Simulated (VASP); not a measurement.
Wanted: the native input for a VASP 6.6.1 run.

```
Task                   : single point
Functional             : PBE
Potentials or basis    : VASP PAW PBE potentials, release 64 (Zn, Se)
Cutoff                 : 520 eV
k mesh                 : 8 × 8 × 8
Occupations            : fermi-dirac, width 0.03 eV
Spin                   : no spin polarisation
Dipole correction      : no
Further INCAR settings : ALGO = Normal; EDIFF = 1e-06; NBANDS = 16
```

The structure of ZnSe lies in POSCAR:

```
ZnSe
1.0
    0.0000000000      2.8904760000      2.8338000000
    2.8904760000      0.0000000000      2.8338000000
    2.8904760000      2.8904760000      0.0000000000
Zn Se
1 1
Direct
    0.0000000000      0.0000000000      0.0000000000
    0.7500000000      0.7500000000      0.7500000000
```

This cell differs from its parent crystal: equal xx and yy strain of +2 %.

One way to write it, as run:

INCAR

```
SYSTEM = ZnSe
PREC = Accurate
ENCUT = 520
EDIFF = 1E-6
ISMEAR = -1
SIGMA = 0.03
LREAL = .False.
LASPH = .True.
NELM = 60
ALGO = Normal
ISIF = 2
LWAVE = .False.
LCHARG = .False.
GGA = PE
NBANDS = 16
```

KPOINTS

```
Automatic mesh
0
Gamma
  8 8 8
  0 0 0
```

Potentials or basis: VASP PAW PBE potentials, release 64 (Zn, Se).

Command:

```sh
$ cat potpaw_PBE.64/Zn/POTCAR potpaw_PBE.64/Se/POTCAR > POTCAR
$ mpirun -np 1 vasp_std > vasp.out
```

It gave:

| Property | Result |
| --- | --- |
| Pressure | -0.1 GPa |
| Band gap on the k mesh | 1.09 eV, direct |

Caveat: the cell differs from its parent crystal (equal xx and yy strain of +2 %).

Wall time 37 s on 1 thread of AMD EPYC 9R45 (Zen 5), with other jobs on the host, peak memory 0.16 GiB.
